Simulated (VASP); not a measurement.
## ZrC: single point with PBEsol

The system is ZrC.

```
CELL_PARAMETERS angstrom
3.33155 0.00000 0.00000
0.00000 3.33155 0.00000
1.66577 1.66577 2.35576
ATOMIC_POSITIONS crystal
Zr 0.50000 0.50000 0.00000
C 0.00000 0.00000 0.00000
```

```yaml
Program: VASP 6.6.1
Task: single point
Functional: PBEsol
Potentials_or_basis: VASP PAW PBE potentials, release 64 (Zr_sv, C)
Cutoff: 520 eV
k_mesh: 10 × 10 × 15, shifted
Occupations: gaussian, width 0.1 eV
Spin: no spin polarisation
```

The pressure is -5.7 GPa. The band gap on the k mesh is zero (bands 8 and 9 overlap by 0.70 eV).

Levels at points of the mesh, in eV from the Fermi level:
| k point | band 6 | band 7 | band 8 | band 9 | band 10 | band 11 |
| --- | --- | --- | --- | --- | --- | --- |
| (0.05, 0.05, 0.03) | 0.14 | 0.38 | 0.40 | 0.95 | 1.56 | 1.59 |

Wall time 3.9 min on 1 thread of Intel(R) Xeon(R) Platinum 8488C (Sapphire Rapids), on a shared host, peak memory 0.4 GiB.

Caveat: the cell stands under tension; the PAW data sets were made with another functional, which shifts forces and pressure a little.
